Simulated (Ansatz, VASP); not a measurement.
## Two plane-wave programs on Al2Au

The input INCAR:

```
PREC = Accurate
ENCUT = 600
EDIFF = 1E-7
ISMEAR = 0
SIGMA = 0.1
LREAL = False
LASPH = True
NELM = 60
ALGO = Fast
ISIF = 3
LWAVE = False
LCHARG = False
GGA = PE
IVDW = 12
IBRION = 2
NSW = 100
EDIFFG = -0.002
```

KPOINTS

```
regular mesh
0
Gamma
  12 12 12
```

Contents of POSCAR:

```
Al2Au
1.0
    0.0000000000      3.0023346600      3.0023346600
    3.0023346600      0.0000000000      3.0023346600
    3.0023346600      3.0023346600      0.0000000000
Al Au
2 1
Direct
    0.2500000000      0.2500000000      0.2500000000
    0.7500000000      0.7500000000      0.7500000000
    0.0000000000      0.0000000000      0.0000000000
```

Input for Ansatz:

```yaml
crystal:
  lattice:
    - [0.0, 3.00233466, 3.00233466]
    - [3.00233466, 0.0, 3.00233466]
    - [3.00233466, 3.00233466, 0.0]
  atoms:
    - { symbol: Al, position: [0.25, 0.25, 0.25] }
    - { symbol: Al, position: [0.75, 0.75, 0.75] }
    - { symbol: Au, position: [0.0, 0.0, 0.0] }
basis:
  ecutwfc: 420
kpoints:
  mp_grid: { grid: [12, 12, 12] }
hamiltonian:
  xc: pbe
  dispersion: d3bj
  pseudopotentials: { kind: paw, azcp: { folder: soft_1 } }
scf:
  occupations: { method: gaussian, width: 0.1 }
output:
  forces: true
  stress: true
  eigenvalues: true
  write_density: true
  write_potential: true
  elf: true
  volumetric_format: npy
relax:
  adjacent_minimum: "off"
  f_tol: 0.002
  max_steps: 80
  cell: { stress_tol: 0.02 }
```

Alike in both runs: task relaxation of cell and atoms; functional PBE; dispersion D3(BJ); k mesh 12 × 12 × 12; occupations gaussian, width 0.1 eV; no spin polarisation.

|  | VASP | Ansatz |
| --- | --- | --- |
| version | VASP 6.6.1 | Ansatz 0.2.0 |
| potentials or method | VASP PAW PBE potentials, release 64 (Al, Au), cutoff 600 eV | scalar-relativistic, plane waves, PAW |
| valence electrons in the cell | 17 | 25 |

|  | VASP | Ansatz | Ansatz less VASP |
| --- | --- | --- | --- |
| gap on the k mesh at the Fermi level, each at its own relaxed structure (eV) | none | none | - |
| relaxed volume (Å³/atom) | 17.90 | 17.93 | +0.028 |
| relaxed cell length with the largest relative difference (Å) | 4.235 | 4.237 | +0.0022 |

A gap of «none» marks a metal or a gap that the smearing closes. VASP's potentials hold 17 valence electrons a cell and Ansatz's 25, so a difference there can come from the potentials and not from the codes.

Spin-orbit coupling is off throughout.
